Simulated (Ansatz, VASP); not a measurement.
## One calculation of Zr2O, two programs

```
Zr O
1.0
     4.80029    0.00000    0.00000
     0.00000    4.80029    0.00000
     0.00000    0.00000    5.34032
Zr O
4 2
Direct
  0.25000 0.25000 0.75000
  0.75000 0.25000 0.25000
  0.25000 0.75000 0.25000
  0.75000 0.75000 0.75000
  0.00000 0.00000 0.00000
  0.50000 0.50000 0.50000
```

Change from the starting cell: strain +0.1125 x Voigt [0, 0, 1, 0, 0, 0], atoms carried along.

Alike in both runs: task single point; functional PBEsol; k mesh 10 × 10 × 10; occupations gaussian, width 0.15 eV; no spin polarisation.

|  | VASP | Ansatz |
| --- | --- | --- |
| version | VASP 6.6.1 | Ansatz 0.2.0 |
| potentials or method | VASP PAW PBE potentials, release 64 (Zr_sv, O), cutoff 520 eV | scalar-relativistic, plane waves, PAW |
| valence electrons in the cell | 60 | 60 |

Ansatz gave:

* gap on the k mesh at the Fermi level (eV): none
* pressure (GPa): -12.5
* traceless stress, the component that is largest in VASP (GPa): -4.97

Estimate VASP's values.

gap on the k mesh at the Fermi level (eV): none; pressure (GPa): -12.3; traceless stress, the component that is largest in VASP (GPa): -4.95.

VASP's potentials were made for PBE, not for PBEsol. A gap of «none» marks a metal or a gap that the smearing closes.
